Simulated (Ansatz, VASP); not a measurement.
# Two plane-wave programs on GaSb2

```xyz
6
Lattice="3.1673 0.0000 0.0000 0.0000 6.3346 0.0000 0.0000 0.0000 7.9915" Properties=species:S:1:pos:R:3 pbc="T T T"
Ga    3.1673    0.0000    7.9915
Ga    3.1673    3.1673    7.9915
Sb    1.5837    1.5837    2.4645
Sb    1.5837    4.7510    2.4645
Sb    1.5837    1.5837    5.5270
Sb    1.5837    4.7510    5.5270
```

Alike in both runs: task single point; functional PBE; k mesh 8 × 4 × 4; occupations gaussian, width 0.2 eV; no spin polarisation.

|  | VASP | Ansatz |
| --- | --- | --- |
| version | VASP 6.6.1 | Ansatz 0.2.0 |
| potentials or method | VASP PAW PBE potentials, release 64 (Ga_d, Sb), cutoff 520 eV | scalar-relativistic, plane waves, PAW |
| valence electrons in the cell | 46 | 86 |

```csv
,VASP,Ansatz,Ansatz less VASP
gap on the k mesh at the Fermi level (eV),none,none,-
pressure (GPa),-0.3,-0.3,+0.01
"traceless stress, the component that is largest in VASP (GPa)",0.41,0.39,-0.021
rms of the force components (eV/Å),0.017,0.019,+0.0021
```

Atom by atom the forces differ by 0.002 eV/Å (rms over components). A gap of «none» marks a metal or a gap that the smearing closes. VASP's potentials hold 46 valence electrons a cell and Ansatz's 86, so a difference there can come from the potentials and not from the codes.

Neither program's run includes spin-orbit coupling.
